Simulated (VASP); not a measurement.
## BaTe: single point with PBE

BaTe:

```
Ba Te
1.0
     0.00000    3.41000    3.41000
     3.41000    0.00000    3.41000
     3.41000    3.41000    0.00000
Ba Te
1 1
Direct
  0.00000 0.00000 0.00000
  0.50000 0.50000 0.50000
```

| Quantity | Value |
| --- | --- |
| Program | VASP 6.6.1 |
| Task | single point |
| Functional | PBE |
| Potentials or basis | VASP PAW PBE potentials, release 64 (Ba_sv, Te) |
| Cutoff | 520 eV |
| k mesh | 6 × 6 × 6 |
| Occupations | fermi-dirac, width 0.05 eV |
| Spin | no spin polarisation |

| Item | Value |
| --- | --- |
| Pressure | 4.3 GPa |
| Band gap on the k mesh | 1.33 eV, indirect (least direct gap 1.71 eV) |

Levels at points of the mesh, in eV from the valence-band top:
| k point | band 6 | band 7 | band 8 | band 9 | band 10 | band 11 |
| --- | --- | --- | --- | --- | --- | --- |
| (0.00, 0.00, 0.00) | 0.00 | 0.00 | 0.00 | 2.86 | 2.86 | 2.86 |
| (0.50, 0.00, 0.00) | -2.46 | -1.30 | -1.30 | 4.29 | 4.94 | 5.04 |
| (0.50, 0.50, 0.00) | -1.15 | -0.38 | -0.38 | 1.33 | 4.55 | 5.00 |

Wall time 33 s on 1 thread of AMD EPYC 7R13 Processor (Zen 3), on a shared host, peak memory 0.18 GiB.

Caveat: spin-orbit coupling is left out, which moves the levels of the heavy elements. A k mesh can miss the band edges.
